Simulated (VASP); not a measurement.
Wanted: the native input for a VASP 6.6.1 run.

```
Task                   : single point
Functional             : PBE
Potentials or basis    : VASP PAW PBE potentials, release 64 (W_sv, S)
Cutoff                 : 520 eV
k mesh                 : 3 × 3 × 3
Occupations            : gaussian, width 0.02 eV
Spin                   : no spin polarisation
Dipole correction      : no
Further INCAR settings : ALGO = Normal; EDIFF = 1e-06; NBANDS = 67
```

The structure of W4S9 (a cell with a defect) lies in POSCAR:

```
W4S9
1.0
    3.1877474230      5.5213404984      0.0000000000
    6.3754948460      0.0000000000      0.0000000000
    3.1877474230      1.8404468328     -7.4744429926
W S
4 9
Direct
   -0.0001566416      0.0084071243      0.9977972950
    0.0002259097      0.5071838122      0.9986475256
    0.5002324048      0.0084053129      0.9977460538
    0.5020144033      0.4979731584      1.0042710885
    0.4034471481      0.4103006177      0.7901184083
    0.4102563473      0.8951395583      0.7905145582
    0.9024157634      0.4103133007      0.7901316534
    0.9031557673      0.9121805823      0.7878170997
    0.2593745880      0.2680548468      0.2118461538
    0.2640489526      0.7704078672      0.2077809680
    0.7669787155      0.2680662641      0.2118808052
    0.7630221196      0.7741762092      0.2060146825
    0.5570791717      0.8610616227      0.5304674882
```

One way to write it, as run:

INCAR

```
SYSTEM = W4S9
  PREC = Accurate
  ENCUT = 520
  EDIFF = 1E-6
  ISMEAR = 0
  SIGMA = 0.02
  LREAL = .FALSE.
  LASPH = .TRUE.
  NELM = 100
  ALGO = Normal
  ISIF = 2
  LWAVE = .FALSE.
  LCHARG = .FALSE.
  GGA = PE
  NBANDS = 67
```

KPOINTS

```
Automatic mesh
0
G
  3 3 3
  0 0 0
```

Potentials or basis: VASP PAW PBE potentials, release 64 (W_sv, S).

Command:

```sh
$ cat potpaw_PBE.64/W_sv/POTCAR potpaw_PBE.64/S/POTCAR > POTCAR
$ mpirun -np 1 vasp_std > vasp.out
```

It gave:

```json
{"Pressure": "0.9 GPa", "Largest force": "0.806 eV/Å", "Band gap on the k mesh": "1.12 eV"}
```

Caveat: spin-orbit coupling is left out, which moves the levels of the heavy elements.

Run time: 2.9 min on 1 thread of Intel(R) Xeon(R) 6975P-C (Granite Rapids) (shared host), peak memory 0.45 GiB.
